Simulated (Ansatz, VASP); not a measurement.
Two plane-wave programs on TiO2

```
Ti O
1.0
     4.68194    0.00000    0.00000
     0.00000    4.68194    0.00000
     0.00000    0.00000    2.98846
Ti O
2 4
Cartesian
  0.0000 0.0000 0.0000
  2.3410 2.3410 1.4942
  1.4284 1.4284 0.0000
  0.9125 3.7694 1.4942
  3.2535 3.2535 0.0000
  3.7694 0.9125 1.4942
```

Change from the starting cell: mode 1 frozen in at +0.000 Å, equal normal strain along x, y and z +0.0083.

Alike in both runs: task single point; functional PBE; k mesh 6 × 6 × 10; occupations gaussian, width 0.05 eV; no spin polarisation.

|  | VASP | Ansatz |
| --- | --- | --- |
| version | VASP 6.6.1 | Ansatz 0.2.0 |
| potentials or method | VASP PAW PBE potentials, release 64 (Ti_sv, O), cutoff 520 eV | scalar-relativistic, plane waves, PAW |
| valence electrons in the cell | 48 | 48 |

|  | VASP | Ansatz | Ansatz less VASP |
| --- | --- | --- | --- |
| gap on the k mesh at the Fermi level (eV) | 1.77 | 1.80 | +0.027 |
| least direct gap on the mesh (eV) | 1.77 | 1.80 | +0.027 |
| pressure (GPa) | -4.7 | -5.4 | -0.62 |
| traceless stress, the component that is largest in VASP (GPa) | -0.80 | -1.02 | -0.228 |
| rms of the force components (eV/Å) | 0.048 | 0.060 | +0.0125 |

Atom by atom the forces differ by 0.012 eV/Å (rms over components).
